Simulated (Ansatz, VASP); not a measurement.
**In3B2As in VASP and in Ansatz**

```
In B As
1.0
     6.51085    0.00000    0.00000
    -3.25543    5.63857    0.00000
     0.00000    0.00000    3.26167
In B As
3 2 1
Cartesian
  3.2554 0.0000 1.6308
  -1.6277 2.8193 1.6308
  1.6277 2.8193 1.6308
  0.0000 3.7590 0.0000
  3.2554 1.8795 0.0000
  0.0000 0.0000 0.0000
```

Change from the starting cell: species swapped into the NdGa2Pt3 type (P6/mmm, No. 191).

Alike in both runs: functional PBE; k mesh 6 × 6 × 4; occupations gaussian, width 0.1 eV; no spin polarisation.

Ansatz relaxed the structure, and its values are those at the end. VASP's run is a single point on that final structure, the one shown.

```csv
,VASP,Ansatz
version,VASP 6.6.1,Ansatz 0.2.0
potentials or method,"VASP PAW PBE potentials, release 64 (In_d, B, As), cutoff 520 eV","scalar-relativistic, plane waves, PAW"
valence electrons in the cell,50,60
```

VASP gave:

```
gap on the k mesh at the Fermi level (eV) : none
pressure (GPa)                            : 0.0
```

Problem. Estimate Ansatz's values.

Solution. gap on the k mesh at the Fermi level (eV): none; pressure (GPa): 0.1.

A gap of «none» marks a metal or a gap that the smearing closes. The functional is the same, so the differences come from potentials, cutoffs and numerics. VASP's potentials hold 50 valence electrons a cell and Ansatz's 60, so a difference there can come from the potentials and not from the codes.

The k mesh is coarse, so the values compare programs but aren't converged.
